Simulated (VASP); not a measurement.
Set up this calculation in VASP 6.6.1, as the native input.

```
Task                   : single point
Functional             : PBEsol
Potentials or basis    : VASP PAW PBE potentials, release 64 (Cr_pv)
Cutoff                 : 520 eV
k mesh                 : 8 × 8 × 8
Occupations            : gaussian, width 0.1 eV
Spin                   : no spin polarisation
Dipole correction      : no
Further INCAR settings : ALGO = Fast; EDIFF = 1e-06; NBANDS = 12
```

The structure of Cr lies in POSCAR:

```
Cr
1.0
    2.3150681020      0.0000000000      0.0000000000
    0.0000000000      2.3150681020      0.0000000000
    0.0000000000      0.0000000000      2.3150681020
Cr
1
Direct
    0.0000000000      0.0000000000      0.0000000000
```

One way to write it, as run:

INCAR

```
  PREC = Accurate
  ENCUT = 520
  EDIFF = 1E-6
  ISMEAR = 0
  SIGMA = 0.1
  LREAL = F
  LASPH = T
  NELM = 100
  ALGO = Fast
  ISIF = 2
  LWAVE = F
  LCHARG = F
  GGA = PS
  NBANDS = 12
```

KPOINTS

```
regular mesh
0
Gamma
  8 8 8
```

Potentials or basis: VASP PAW PBE potentials, release 64 (Cr_pv).

The run is started by

```console
$ cat potpaw_PBE.64/Cr_pv/POTCAR > POTCAR
$ mpirun -np 1 vasp_std > vasp.out
```

It gave:

* Pressure: 0.0 GPa
* Band gap on the k mesh: zero (band 6 reaches 10.97 eV, above the bottom of band 7 at 9.62 eV)

Caveat: the PAW data sets were made with another functional, which shifts forces and pressure a little; the run has no spin polarisation, though such a crystal can be magnetic.

Wall time 3.8 s on 1 thread of Intel(R) Xeon(R) Platinum 8559C (Emerald Rapids), on a shared host, peak memory 0.11 GiB.
